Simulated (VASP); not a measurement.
# SrCl2 (Fm-3m) in VASP: further runs, part 3 of 3

VASP 6.6.1. Earlier steps stand in the parts before.

## Step 5: Single point, r2SCAN

This run uses another cell than the first one, of 28.52 Å³/atom.

POSCAR reads:

```
SrCl2
1.0
    0.0000000000      3.4974590156      3.4974590156
    3.4974590156      0.0000000000      3.4974590156
    3.4974590156      3.4974590156      0.0000000000
Sr Cl
1 2
Direct
    0.0000000000      0.0000000000      0.0000000000
    0.2500000000      0.2500000000      0.2500000000
    0.7500000000      0.7500000000      0.7500000000
```

INCAR.step1 reads:

```
SYSTEM = SrCl2
PREC = Accurate
ENCUT = 520
ISMEAR = 0
SIGMA = 0.02
LREAL = .False.
LASPH = .True.
NELM = 80
NBANDS = 19
GGA = PE
ALGO = Normal
EDIFF = 1E-4
LWAVE = .True.
LCHARG = .False.
```

INCAR.step2 reads:

```
SYSTEM = SrCl2
PREC = Accurate
ENCUT = 520
EDIFF = 1E-6
ISMEAR = 0
SIGMA = 0.02
LREAL = .False.
LASPH = .True.
NELM = 80
ALGO = Normal
ISIF = 2
LWAVE = .False.
LCHARG = .False.
METAGGA = R2SCAN
LMIXTAU = .True.
NBANDS = 19
ISTART = 1
```

KPOINTS reads:

```
Automatic mesh
0
Gamma
  6 6 6
  0 0 0
```

On the command line:

```console
$ cat potpaw_PBE.64/Sr_sv/POTCAR potpaw_PBE.64/Cl/POTCAR > POTCAR
$ cp INCAR.step1 INCAR
$ mpirun -np 1 vasp_std > vasp.out
$ cp INCAR.step2 INCAR
$ mpirun -np 1 vasp_std > vasp.out
```

It took 91 s on 1 thread of AMD EPYC 7R13 (Zen 3), shared host; peak memory 0.22 GiB.

Results (log left out):

* Free energy: -35.6970 eV
* Pressure: 0.0 GPa
* Band gap on the k mesh: 5.94 eV (least direct gap 5.99 eV)

Levels at points of the mesh, in eV from the valence-band top:
| k point | band 9 | band 10 | band 11 | band 12 | band 13 | band 14 | band 15 | band 16 |
| --- | --- | --- | --- | --- | --- | --- | --- | --- |
| (0.00, 0.00, 0.00) | -2.12 | -0.35 | -0.35 | -0.35 | 5.94 | 6.69 | 6.69 | 9.61 |
| (0.50, 0.00, 0.00) | -1.47 | -1.33 | -1.06 | -1.06 | 7.29 | 7.29 | 8.22 | 8.23 |
| (0.50, 0.50, 0.00) | -1.90 | -0.39 | -0.39 | 0.00 | 5.99 | 7.77 | 8.20 | 8.69 |

Caveat: the PAW data sets were made with another functional, which shifts forces and pressure a little. A k mesh can miss the band edges.

## Step 6: Single point, r2SCAN (29.38 Å³/atom)

This run uses another cell than the first one, of 29.38 Å³/atom.

POSCAR reads:

```
SrCl2
1.0
    0.0000000000      3.5320895749      3.5320895749
    3.5320895749      0.0000000000      3.5320895749
    3.5320895749      3.5320895749      0.0000000000
Sr Cl
1 2
Direct
    0.0000000000      0.0000000000      0.0000000000
    0.2500000000      0.2500000000      0.2500000000
    0.7500000000      0.7500000000      0.7500000000
```

INCAR.step1 reads:

```
PREC = Accurate ; ENCUT = 520
ISMEAR = 0 ; SIGMA = 0.02
LREAL = F ; LASPH = T
NELM = 80 ; NBANDS = 19
GGA = PE ; ALGO = Normal
EDIFF = 1E-4 ; LWAVE = T
LCHARG = F
```

INCAR.step2 reads:

```
PREC = Accurate ; ENCUT = 520
EDIFF = 1E-7 ; ISMEAR = 0
SIGMA = 0.02 ; LREAL = F
LASPH = T ; NELM = 80
ALGO = Normal ; ISIF = 2
LWAVE = F ; LCHARG = F
METAGGA = R2SCAN ; LMIXTAU = T
NBANDS = 19 ; ISTART = 1
```

KPOINTS reads:

```
regular mesh
0
Gamma
  6 6 6
```

Potentials or basis: VASP PAW PBE potentials, release 64 (Sr_sv, Cl).

On the command line:

```console
$ cat potpaw_PBE.64/Sr_sv/POTCAR potpaw_PBE.64/Cl/POTCAR > POTCAR
$ cp INCAR.step1 INCAR
$ mpirun -np 1 vasp_std > vasp.out
$ cp INCAR.step2 INCAR
$ mpirun -np 1 vasp_std > vasp.out
```

OUTCAR:

```text
PREC = Accurate
   ENCUT = 520
   EDIFF = 1E-7
   ISMEAR = 0
   LREAL = F
   LASPH = T
   NELM = 80
   ISIF = 2
   METAGGA = R2SCAN
   ISTART = 1

 ion  position               nearest neighbor table
   1  0.000  0.000  0.000-   3 3.06   3 3.06   2 3.06   2 3.06   3 3.06   2 3.06   3 3.06   2 3.06

   2  0.250  0.250  0.250-   1 3.06   1 3.06   1 3.06   1 3.06
   3  0.750  0.750  0.750-   1 3.06   1 3.06   1 3.06   1 3.06

  LATTYP: Found a face centered cubic cell.
 ALAT       =     7.0641791498
[... 535 lines left out ...]

  FORCE on cell =-STRESS in cart. coord.  units (eV):
  Direction    XX          YY          ZZ          XY          YZ          ZX
  --------------------------------------------------------------------------------------
  -------------------------------------------------------------------------------------
  Total       -0.5554912     -0.5554912     -0.5554912      0.0000000     -0.0000000      0.0000000
  in kB      -10.0986340    -10.0986340    -10.0986340      0.0000000     -0.0000000      0.0000000
  external PRESSURE =     -10.0986340 kB  Pullay stress =       0.0000000 kB

 VOLUME and BASIS-vectors are now :
 -----------------------------------------------------------------------------
  energy-cutoff  :      520.00
  volume of cell :       88.13
      direct lattice vectors                 reciprocal lattice vectors
     0.000000000  3.532089575  3.532089575    -0.141559264  0.141559264  0.141559264
     3.532089575  0.000000000  3.532089575     0.141559264 -0.141559264  0.141559264
     3.532089575  3.532089575  0.000000000     0.141559264  0.141559264 -0.141559264

 POSITION                                       TOTAL-FORCE (eV/Angst)
 -----------------------------------------------------------------------------------
      0.00000      0.00000      0.00000        -0.000000      0.000000     -0.000000
      1.76604      1.76604      1.76604         0.000000      0.000000      0.000000
      5.29813      5.29813      5.29813        -0.000000     -0.000000     -0.000000
 -----------------------------------------------------------------------------------
    total drift:                               -0.000000     -0.000000      0.000000

  FREE ENERGIE OF THE ION-ELECTRON SYSTEM (eV)
  ---------------------------------------------------
  free  energy   TOTEN  =       -35.6900700706 eV

  energy  without entropy=      -35.6900700706  energy(sigma->0) =      -35.69007007
```

OUTCAR.step1:

```text
PREC = Accurate
   ENCUT = 520
   ISMEAR = 0
   LREAL = F
[... 568 lines left out ...]
      0.00000      0.00000      0.00000         0.000000      0.000000     -0.000000
      1.76604      1.76604      1.76604         0.000000      0.000000      0.000000
      5.29813      5.29813      5.29813        -0.000000     -0.000000     -0.000000
 -----------------------------------------------------------------------------------
    total drift:                               -0.000000     -0.000000      0.000000

  FREE ENERGIE OF THE ION-ELECTRON SYSTEM (eV)
  ---------------------------------------------------
  free  energy   TOTEN  =       -12.7911498005 eV

  energy  without entropy=      -12.7911498005  energy(sigma->0) =      -12.79114980
```

OSZICAR.step1:

```text
N       E                     dE             d eps       ncg     rms          rms(c)
DAV:   1     0.143043466149E+03    0.14304E+03   -0.11340E+04   608   0.113E+03
DAV:   2    -0.376497945131E+01   -0.14681E+03   -0.14297E+03   793   0.222E+02
DAV:   3    -0.128210918120E+02   -0.90561E+01   -0.90250E+01   818   0.553E+01
DAV:   4    -0.130797168529E+02   -0.25863E+00   -0.25824E+00  1000   0.806E+00
DAV:   5    -0.130826992614E+02   -0.29824E-02   -0.29822E-02   832   0.837E-01    0.119E+01
DAV:   6    -0.127723185420E+02    0.31038E+00   -0.62891E-01   699   0.439E+00    0.768E+00
DAV:   7    -0.127805996416E+02   -0.82811E-02   -0.35392E-01   825   0.355E+00    0.220E+00
DAV:   8    -0.127886832595E+02   -0.80836E-02   -0.52451E-02   695   0.127E+00    0.386E-01
DAV:   9    -0.127897023602E+02   -0.10191E-02   -0.20851E-03   775   0.263E-01    0.139E-01
DAV:  10    -0.127910662487E+02   -0.13639E-02   -0.99548E-04   641   0.183E-01    0.344E-02
DAV:  11    -0.127911498005E+02   -0.83552E-04   -0.53181E-05   702   0.421E-02
   1 F= -.12791150E+02 E0= -.12791150E+02  d E =-.505727E-49
```

It took 1.9 min on 1 thread of AMD EPYC 7R13 (Zen 3), shared host; peak memory 0.22 GiB.

What came out:

| Property | Result |
| --- | --- |
| Free energy | -35.6901 eV |
| Pressure | -1.0 GPa |
| Band gap on the k mesh | 5.83 eV (least direct gap 6.01 eV) |

Levels at points of the mesh, in eV from the valence-band top:
```tsv
k point	band 9	band 10	band 11	band 12	band 13	band 14	band 15	band 16
(0.00, 0.00, 0.00)	-2.02	-0.33	-0.33	-0.33	5.83	6.70	6.70	9.56
(0.50, 0.00, 0.00)	-1.42	-1.28	-1.02	-1.02	7.26	7.26	8.12	8.18
(0.50, 0.50, 0.00)	-1.83	-0.37	-0.37	0.00	6.01	7.68	8.12	8.60
```

Caveat: the PAW data sets were made with another functional, which shifts forces and pressure a little. A k mesh can miss the band edges.

## Step 7: Overview

```tsv
cell	gap on the mesh (eV)	pressure (GPa)
a = 4.845 Å, angles 60.0°, 3 atoms	5.95	2.7
a = 4.896 Å, angles 60.0°, 3 atoms	5.98	1.3
a = 4.946 Å, angles 60.0°, 3 atoms	5.94	0.0
a = 4.995 Å, angles 60.0°, 3 atoms	5.83	-1.0
```

Alike in all rows: task single point; level r2SCAN; potentials or basis VASP PAW PBE potentials, release 64 (Sr_sv, Cl); no spin polarisation; k mesh 6 × 6 × 6; cutoff (eV) 520; smearing gaussian 0.02 eV.

Caveats: the PAW data sets were made with another functional, which shifts forces and pressure a little.

Total energies depend on the potentials used, so only differences within one code and one set of settings carry meaning.
